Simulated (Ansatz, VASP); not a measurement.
**P in VASP and in Ansatz**

```xyz
12
Lattice="3.2811 0.0000 0.0000 -1.6405 2.8415 0.0000 0.0000 0.0000 37.6919" Properties=species:S:1:pos:R:3 pbc="T T T"
P     0.0000    0.0000    6.8890
P     0.0000    0.0000   25.7349
P     0.0000    0.0000   11.9569
P     0.0000    0.0000   30.8029
P     0.0000    1.8943   19.4666
P     1.6405    0.9472    0.6207
P     0.0000    1.8943   37.0712
P     1.6405    0.9472   18.2253
P     0.0000    1.8943   24.4936
P     1.6405    0.9472    5.6477
P     0.0000    1.8943   32.0442
P     1.6405    0.9472   13.1983
```

Alike in both runs: task single point; functional PBE; k mesh 6 × 6 × 1; occupations gaussian, width 0.1 eV; no spin polarisation.

|  | VASP | Ansatz |
| --- | --- | --- |
| version | VASP 6.6.1 | Ansatz 0.2.0 |
| potentials or method | VASP PAW PBE potentials, release 64 (P), cutoff 520 eV | scalar-relativistic, plane waves, PAW |
| valence electrons in the cell | 60 | 60 |

Ansatz gave:

| Item | Value |
| --- | --- |
| gap on the k mesh at the Fermi level (eV) | 1.69 |
| least direct gap on the mesh (eV) | 2.02 |
| pressure (GPa) | 0.2 |
| traceless stress, the component that is largest in VASP (GPa) | -0.28 |
| rms of the force components (eV/Å) | 0.023 |

Task: Which values does VASP return?

Result: gap on the k mesh at the Fermi level (eV): 1.73; least direct gap on the mesh (eV): 2.06; pressure (GPa): -0.1; traceless stress, the component that is largest in VASP (GPa): -0.34; rms of the force components (eV/Å): 0.073.

Atom by atom the forces differ by 0.050 eV/Å (rms over components). With one functional, cell and mesh, what is left measures potentials, basis and numerics.
